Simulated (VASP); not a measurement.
Wanted: the native input for a VASP 6.6.1 run.

```yaml
Task: single point
Functional: r2SCAN
Potentials_or_basis: VASP PAW PBE potentials, release 64 (Na_pv)
Cutoff: 520 eV
k_mesh: 18 × 18 × 10
Occupations: gaussian, width 0.15 eV
Spin: no spin polarisation
Dipole_correction: no
Further_INCAR_settings: ALGO = Normal; EDIFF = 1e-06; NBANDS = 14
```

Crystal: Na.

```
CELL_PARAMETERS angstrom
3.64920 0.00000 0.00000
-1.82460 3.16030 0.00000
0.00000 0.00000 6.55772
ATOMIC_POSITIONS crystal
Na 0.33333 0.66667 0.25000
Na 0.66667 0.33333 0.75000
```

This isn't the form of Na at room conditions, which is bcc.

This cell differs from its parent crystal: ratio of the length along z to the lengths across it x 1.1, volume and fractional coordinates fixed.

These files were run (other wordings do the same):

POSCAR

```
Na
1.0
    3.6492042627      0.0000000000      0.0000000000
   -1.8246021313      3.1603035951      0.0000000000
    0.0000000000      0.0000000000      6.5577161651
Na
2
Direct
    0.3333333333      0.6666666667      0.2500000000
    0.6666666667      0.3333333333      0.7500000000
```

INCAR.step1

```
  ALGO = Normal
  EDIFF = 1E-4
  ENCUT = 520
  GGA = PE
  ISMEAR = 0
  LASPH = T
  LCHARG = F
  LREAL = F
  LWAVE = T
  NBANDS = 14
  NELM = 80
  PREC = Accurate
  SIGMA = 0.15
```

INCAR.step2

```
  ALGO = Normal
  EDIFF = 1E-6
  ENCUT = 520
  ISIF = 2
  ISMEAR = 0
  ISTART = 1
  LASPH = T
  LCHARG = F
  LMIXTAU = T
  LREAL = F
  LWAVE = F
  METAGGA = R2SCAN
  NBANDS = 14
  NELM = 80
  PREC = Accurate
  SIGMA = 0.15
```

KPOINTS

```
k-points
0
Gamma
  18 18 10
```

Potentials or basis: VASP PAW PBE potentials, release 64 (Na_pv).

The run is started by

```bash
$ cat potpaw_PBE.64/Na_pv/POTCAR > POTCAR
$ cp INCAR.step1 INCAR
$ mpirun -np 1 vasp_std > vasp.out
$ cp INCAR.step2 INCAR
$ mpirun -np 1 vasp_std > vasp.out
```

Results of the run:

* Pressure: 0.0 GPa
* Band gap on the k mesh: zero (bands 7 and 8 overlap by 4.84 eV)

Caveat: the PAW data sets were made with another functional, which shifts forces and pressure a little.

Run time: 5.9 min on 1 thread of Intel(R) Xeon(R) Platinum 8488C (Sapphire Rapids) (shared host), peak memory 0.31 GiB.
